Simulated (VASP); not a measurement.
Wanted: the native input for a VASP 6.6.1 run.

```
Task                   : single point
Functional             : PBE
Potentials or basis    : VASP PAW PBE potentials, release 64 (Cu, H)
Cutoff                 : 520 eV
k mesh                 : 6 × 6 × 6
Occupations            : gaussian, width 0.1 eV
Spin                   : no spin polarisation
Dipole correction      : no
Further INCAR settings : ALGO = Normal; EDIFF = 1e-07; NBANDS = 20
```

The structure of Cu2H3 lies in POSCAR:

```
Cu2H3
1.0
    3.5090258000      0.0000000000      0.0000000000
    0.0000000000      3.5090258000      0.0000000000
    0.0000000000      0.0000000000      3.5090258000
Cu H
2 3
Direct
    0.5000000000      0.5000000000      0.5000000000
    0.0000000000      0.0000000000      0.0000000000
    0.5000000000      0.0000000000      0.0000000000
    0.0000000000      0.5000000000      0.0000000000
    0.0000000000      0.0000000000      0.5000000000
```

The cell was built from a structure type or drawn by symmetry, and may not be a known phase.

These files were run (other wordings do the same):

INCAR

```
PREC = Accurate
ENCUT = 520
EDIFF = 1E-7
ISMEAR = 0
SIGMA = 0.1
LREAL = F
LASPH = T
NELM = 80
ALGO = Normal
ISIF = 2
LWAVE = F
LCHARG = T
GGA = PE
LELF = T
LVHAR = T
NBANDS = 20
```

KPOINTS

```
regular mesh
0
Gamma
  6 6 6
```

Potentials or basis: VASP PAW PBE potentials, release 64 (Cu, H).

Command:

```console
$ cat potpaw_PBE.64/Cu/POTCAR potpaw_PBE.64/H/POTCAR > POTCAR
$ mpirun -np 1 vasp_std > vasp.out
```

Results of the run:

```json
{"Pressure": "-10.5 GPa", "Band gap on the k mesh": "zero (an odd number of electrons rules out a gap without spin polarisation)"}
```

Caveat: the cell stands under tension.

Wall time 37 s on 1 thread of Intel Xeon 8259CL (shared host), peak memory 0.16 GiB.
